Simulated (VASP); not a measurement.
Runs of VASP 6.6.1 on Cs. The structure is that of space group Im-3m (No. 229), or close to it. The cells are those of the table. 

| task | cell | gap on the mesh (eV) | pressure (GPa) |
| --- | --- | --- | --- |
| single point | a = 3.221 Å, angles 109.5°, 1 atom | none | 31.6 |
| single point | a = 3.585 Å, angles 109.5°, 1 atom | none | 10.4 |
| relaxation of cell and atoms | relaxed to 10 GPa from a = 5.257 Å, angles 109.5°, 1 atom | none | 10.0 |
| single point | a = 3.329 Å, angles 109.5°, 1 atom | none | (a) |
| single point | a = 5.331 Å, angles 109.5°, 1 atom | none | 0.0 |

Alike in all rows: level PBE; potentials or basis VASP PAW PBE potentials, release 64 (Cs_sv); no spin polarisation; k mesh 10 × 10 × 10; cutoff (eV) 500; smearing fermi-dirac 0.1 eV.

Problem. Estimate the missing entries.

Solution. (a) 21.0.

Caveats: spin-orbit coupling is left out, which moves the levels of the heavy elements; the cell stands under pressure (at least some runs); the cell is relaxed towards a set pressure, so the run minimises the enthalpy, not the energy (at least some runs).

A k mesh can miss the band edges, and the runs leave out spin-orbit coupling on Cs.

A gap of «none» marks levels without a gap at the run's occupations.
